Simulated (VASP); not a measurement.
# AlNi (Pm-3m) in VASP: single point with PBE

Aim: the single point of AlNi with PBE.

Everything below comes from runs of VASP 6.6.1. Logs are shortened: lines on timing, memory, paths and dates and some standing lists are left out, and cuts for length are marked.

**1. The cell of the first run**

The structure is cubic, space group Pm-3m (No. 221). Conventional cell: a = 3.001 Å, b = 3.001 Å, c = 3.001 Å, α = 90.00°, β = 90.00°, γ = 90.00°. Within 3.4 Å of Ni (site symmetry m-3m) lie 8 Al at 2.60 Å and 6 Ni at 3.00 Å. Within 3.4 Å of Al (site symmetry m-3m) lie 8 Ni at 2.60 Å and 6 Al at 3.00 Å.

**2. Single point, PBE, collinear spin, antiferromagnetic start**

File INCAR:

```
SYSTEM = AlNi
  ALGO = Normal
  EDIFF = 1E-6
  ENCUT = 600
  GGA = PE
  GGA_COMPAT = .False.
  ISIF = 2
  ISMEAR = -1
  ISPIN = 2
  LASPH = .True.
  LCHARG = .False.
  LMAXMIX = 4
  LORBIT = 11
  LREAL = .False.
  LWAVE = .False.
  MAGMOM = 4 -4 0 0
  NBANDS = 25
  NELM = 200
  PREC = Accurate
  SIGMA = 0.05
```

File KPOINTS:

```
k-points
0
Gamma
  3 3 3
  0 0 0
```

File POSCAR:

```
AlNi
1.0
    0.0000000000      3.0006118460      3.0006118460
    3.0006118460      0.0000000000      3.0006118460
    3.0006118460      3.0006118460      0.0000000000
Ni Al
2 2
Direct
    0.0000000000      0.0000000000      0.0000000000
    0.5000000000      0.5000000000      0.5000000000
    0.2500000000      0.2500000000      0.2500000000
    0.7500000000      0.7500000000      0.7500000000
```

Potentials or basis: VASP PAW PBE potentials, release 64 (Ni, Al).

The run is started by

```sh
$ cat potpaw_PBE.64/Ni/POTCAR potpaw_PBE.64/Al/POTCAR > POTCAR
$ mpirun -np 1 vasp_std > vasp.out
```

OUTCAR:

```text
SYSTEM = AlNi
   EDIFF = 1E-6
   ENCUT = 600
   GGA = PE
   ISIF = 2
   ISMEAR = -1
   ISPIN = 2
   LASPH = .True.
   LORBIT = 11
   LREAL = .False.
   NELM = 200
   PREC = Accurate

 ion  position               nearest neighbor table
   1  0.000  0.000  0.000-   4 2.60   4 2.60   4 2.60   3 2.60   4 2.60   3 2.60   3 2.60   3 2.60
                             2 3.00   2 3.00   2 3.00   2 3.00   2 3.00   2 3.00
   2  0.500  0.500  0.500-   3 2.60   3 2.60   3 2.60   3 2.60   4 2.60   4 2.60   4 2.60   4 2.60
                             1 3.00   1 3.00   1 3.00   1 3.00   1 3.00   1 3.00
   3  0.250  0.250  0.250-   1 2.60   1 2.60   1 2.60   1 2.60   2 2.60   2 2.60   2 2.60   2 2.60
                             4 3.00   4 3.00   4 3.00   4 3.00   4 3.00   4 3.00
   4  0.750  0.750  0.750-   2 2.60   2 2.60   2 2.60   1 2.60   2 2.60   1 2.60   1 2.60   1 2.60
                             3 3.00   3 3.00   3 3.00   3 3.00   3 3.00   3 3.00

  LATTYP: Found a face centered cubic cell.
 ALAT       =     6.0012236920

  Lattice vectors:

 A1 = (   0.0000000000,   3.0006118460,   3.0006118460)
 A2 = (   3.0006118460,   0.0000000000,   3.0006118460)
 A3 = (   3.0006118460,   3.0006118460,   0.0000000000)

Analysis of symmetry for initial positions (statically):
=====================================================================
 Subroutine PRICEL returns following result:

  LATTYP: Found a simple cubic cell.
 ALAT       =     3.0006118460
[... 12 lines left out ...]
 Subroutine GETGRP returns: Found 48 space group operations
 (whereof 48 operations were pure point group operations)
 out of a pool of 48 trial point group operations.

The static configuration has the point symmetry O_h .

Analysis of symmetry for dynamics (positions and initial velocities):
=====================================================================
 Subroutine PRICEL returns following result:

  LATTYP: Found a simple cubic cell.
 ALAT       =     3.0006118460
[... 12 lines left out ...]
 Subroutine GETGRP returns: Found 48 space group operations
 (whereof 48 operations were pure point group operations)
 out of a pool of 48 trial point group operations.

The dynamic configuration has the point symmetry O_h .

Analysis of structural, dynamic, and magnetic symmetry:
=====================================================================
 Subroutine PRICEL returns following result:

  LATTYP: Found a simple cubic cell.
 ALAT       =     3.0006118460
[... 12 lines left out ...]
 Subroutine GETGRP returns: Found 48 space group operations
 (whereof 48 operations were pure point group operations)
 out of a pool of 48 trial point group operations.

The overall configuration has the point symmetry O_h .

 Subroutine INISYM returns: Found 48 space group operations
 (whereof 48 operations are pure point group operations),
 and found     2 'primitive' translations

----------------------------------------------------------------------------------------

                                     Primitive cell

  volume of cell :      27.0165

  direct lattice vectors                    reciprocal lattice vectors
    -3.000611846  0.000000000  0.000000000    -0.333265364  0.000000000  0.000000000
     0.000000000  0.000000000  3.000611846     0.000000000  0.000000000  0.333265364
     0.000000000  3.000611846  0.000000000     0.000000000  0.333265364  0.000000000

  length of vectors
     3.000611846  3.000611846  3.000611846     0.333265364  0.333265364  0.333265364

  position of ions in fractional coordinates (direct lattice)
     0.000000000  0.000000000  0.000000000
     0.500000000  0.500000000  0.500000000

  ion indices of the primitive-cell ions
   primitive index   ion index
                 1           1
                 2           3

----------------------------------------------------------------------------------------

 KPOINTS: k-points

Automatic generation of k-mesh.
 Grid dimensions read from file:
 generate k-points for:    3    3    3

 Generating k-lattice:

  Cartesian coordinates                     Fractional coordinates (reciprocal lattice)
    -0.055544227  0.055544227  0.055544227     0.333333333  0.000000000  0.000000000
     0.055544227 -0.055544227  0.055544227     0.000000000  0.333333333  0.000000000
     0.055544227  0.055544227 -0.055544227     0.000000000  0.000000000  0.333333333

  Length of vectors
     0.096205424  0.096205424  0.096205424

  Shift w.r.t. Gamma in fractional coordinates (k-lattice)
     0.000000000  0.000000000  0.000000000

 Subroutine IBZKPT returns following result:
 ===========================================

 Found      4 irreducible k-points:

 Following reciprocal coordinates:
            Coordinates               Weight
  0.000000  0.000000  0.000000      1.000000
  0.333333  0.000000  0.000000      8.000000
  0.333333  0.333333  0.000000      6.000000
 -0.333333  0.333333  0.000000     12.000000
   k-points           NKPTS =      4   k-points in BZ     NKDIM =      4   number of bands    NBANDS=     25
   number of dos      NEDOS =    301   number of ions     NIONS =      4
   total plane-waves  NPLWV =  46656
   dimension x,y,z NGX =    36 NGY =   36 NGZ =   36
   dimension x,y,z NGXF=    72 NGYF=   72 NGZF=   72
   ions per type =               2   2
   NGX,Y,Z   is equivalent  to a cutoff of  14.10, 14.10, 14.10 a.u.
   NGXF,Y,Z  is equivalent  to a cutoff of  28.21, 28.21, 28.21 a.u.
 SYSTEM =  AlNi
   PREC   = accura    normal or accurate (medium, high low for compatibility)
   ISTART =      0    job   : 0-new  1-cont  2-samecut
   ICHARG =      2    charge: 1-file 2-atom 10-const
   ISPIN  =      2    spin polarized calculation?
   LNONCOLLINEAR =      F non collinear calculations
   LSORBIT =      F    spin-orbit coupling
   LASPH  =      T    aspherical Exc in radial PAW
   ENCUT  =  600.0 eV  44.10 Ry    6.64 a.u.   8.48  8.48  8.48*2*pi/ulx,y,z
   NELM   =    200;   NELMIN=  2; NELMDL= -5     # of ELM steps
   EDIFF  = 0.1E-05   stopping-criterion for ELM
   LREAL  =      F    real-space projection
   EDIFFG = 0.1E-04   stopping-criterion for IOM
   NSW    =      0    number of steps for IOM
   IBRION =     -1    ionic relax: 0-MD 1-quasi-New 2-CG
   NFREE  =      0    steps in history (QN), initial steepest desc. (CG)
   ISIF   =      2    stress and relaxation
   ISYM   =      2    0-nonsym 1-usesym 2-fastsym
   POTIM  = 0.5000    time-step for ionic-motion
   TEBEG  =    0.0;   TEEND  =   0.0 temperature during run
   PSTRESS=    0.0 pullay stress
   NELECT =      26.0000    total number of electrons
   NUPDOWN=      -1.0000    fix difference up-down
   EMIN   =  10.00;   EMAX   =-10.00  energy-range for DOS
   EFERMI =   0.00;   METHOD = LEGACY
   ISMEAR =    -1;   SIGMA  =   0.05  broadening in eV -4-tet -1-fermi 0-gaus
   EFERMI_NEDOS =   21; number of points for ismear=-14 and -15
   IALGO  =     38    algorithm
   IMIX   =      4    mixing-type and parameters
     AMIX     =   0.40;   BMIX     =  1.00
     AMIX_MAG =   1.60;   BMIX_MAG =  1.00
  volume/ion in A,a.u.               =      13.51        91.16
  Fermi-wavevector in a.u.,A,eV,Ry     =   1.282861  2.424255 22.391533  1.645731
  Thomas-Fermi vector in A             =   2.415147
   LORBIT       =     11    0 simple, 1 ext, 2 COOP (PROOUT), +10 PAW based schemes
   GGA     = PE    functional components
   LHFCALC =     F    Hartree Fock is set to
   AEXX    =    0.0000 exact exchange contribution
   IVDW    =     0    specifies the selected vdW correction
   LEPSILON=     F    determine dielectric tensor
   LRPA    =     F    only Hartree local field effects (RPA)
 spin polarized calculation
  energy-cutoff  :      600.00
  volume of cell :       54.03
 maximum number of plane-waves:      1820
 NGX is ok and might be reduce to    36
   NGX = 17   NGY = 17   NGZ = 17

 number of electron      26.0000011 magnetization       0.0000000

 number of electron      26.0000011 magnetization      -0.0000000

 Free energy of the ion-electron system (eV)
  ---------------------------------------------------
  ext. energy  EPLUGINS =         0.00000000
  ---------------------------------------------------
  free energy    TOTEN  =       -20.87372692 eV

  energy without entropy =      -20.83829347  energy(sigma->0) =      -20.85601020

 E-fermi :   8.4042     XC(G=0): -11.4775

 val. band max:        8.2805998931   @ k =   0.3333   0.3333   0.0000
 cond. band min:       8.4303396942   @ k =  -0.3333   0.3333   0.0000
 fundamental gap:      0.1497398011
 Fermi energy:         8.4042168444

 spin component 1

 k-point     1 :       0.0000    0.0000    0.0000
  band No.  band energies     occupation
      1      -1.7776      1.00000
      2       4.9510      1.00000
      3       4.9510      1.00000
      4       4.9510      1.00000
      5       5.7739      1.00000
      6       5.7739      1.00000
[... 101 lines left out ...]
     24      22.7175      0.00000
     25      23.0484      0.00000
 Fermi energy:         8.4042168444

 spin component 2

 k-point     1 :       0.0000    0.0000    0.0000
  band No.  band energies     occupation
      1      -1.7776      1.00000
      2       4.9510      1.00000
      3       4.9510      1.00000
      4       4.9510      1.00000
      5       5.7739      1.00000
      6       5.7739      1.00000
[... 101 lines left out ...]
     24      22.7175      0.00000
     25      23.0484      0.00000

------------------------ aborting loop because EDIFF is reached ----------------------------------------

  FORCE on cell =-STRESS in cart. coord.  units (eV):
  Direction    XX          YY          ZZ          XY          YZ          ZX
  --------------------------------------------------------------------------------------
  -------------------------------------------------------------------------------------
  Total       -4.8065407     -4.8065407     -4.8065407     -0.0000000     -0.0000000      0.0000000
  in kB     -142.5226049   -142.5226049   -142.5226049     -0.0000000     -0.0000000      0.0000000
  external PRESSURE =    -142.5226049 kB  Pullay stress =       0.0000000 kB

 VOLUME and BASIS-vectors are now :
 -----------------------------------------------------------------------------
  energy-cutoff  :      600.00
  volume of cell :       54.03
      direct lattice vectors                 reciprocal lattice vectors
     0.000000000  3.000611846  3.000611846    -0.166632682  0.166632682  0.166632682
     3.000611846  0.000000000  3.000611846     0.166632682 -0.166632682  0.166632682
     3.000611846  3.000611846  0.000000000     0.166632682  0.166632682 -0.166632682

 POSITION                                       TOTAL-FORCE (eV/Angst)
 -----------------------------------------------------------------------------------
      0.00000      0.00000      0.00000        -0.000000      0.000000     -0.000000
      3.00061      3.00061      3.00061         0.000000      0.000000      0.000000
      1.50031      1.50031      1.50031        -0.000000     -0.000000     -0.000000
      4.50092      4.50092      4.50092         0.000000     -0.000000      0.000000
 -----------------------------------------------------------------------------------
    total drift:                                0.000000      0.000000      0.000000

  FREE ENERGIE OF THE ION-ELECTRON SYSTEM (eV)
  ---------------------------------------------------
  free  energy   TOTEN  =       -20.8737269187 eV

  energy  without entropy=      -20.8382934723  energy(sigma->0) =      -20.85601020

 total charge

# of ion       s       p       d       tot
------------------------------------------
    1        0.423   0.425   8.420   9.268
    2        0.423   0.425   8.420   9.268
    3        0.372   0.370   0.000   0.741
    4        0.372   0.370   0.000   0.741
--------------------------------------------------
tot          1.590   1.589  16.839  20.019

 magnetization (x)

# of ion       s       p       d       tot
------------------------------------------
    1        0.000  -0.000  -0.000  -0.000
    2       -0.000   0.000   0.000   0.000
    3        0.000   0.000   0.000   0.000
    4        0.000   0.000   0.000   0.000
--------------------------------------------------
tot          0.000   0.000   0.000   0.000
```

Run time: 26 s. Hardware: 1 thread of Intel Xeon Platinum 8259CL at 2.50GHz (Skylake/Cascade Lake), shared host; peak memory 0.23 GiB.

What came out:

```yaml
Free_energy: -20.8737 eV
Pressure: -14.3 GPa
Band_gap_on_the_k_mesh: zero (filled and empty bands overlap)
Net_moment: 0.00 μB per cell
Valence_electrons_inside_the_program's_atomic_spheres: Ni 9.27; Al 0.74
```

Caveat: the k points lie up to 0.60 Å⁻¹ apart, too coarse for converged energies and pressures of a metal.
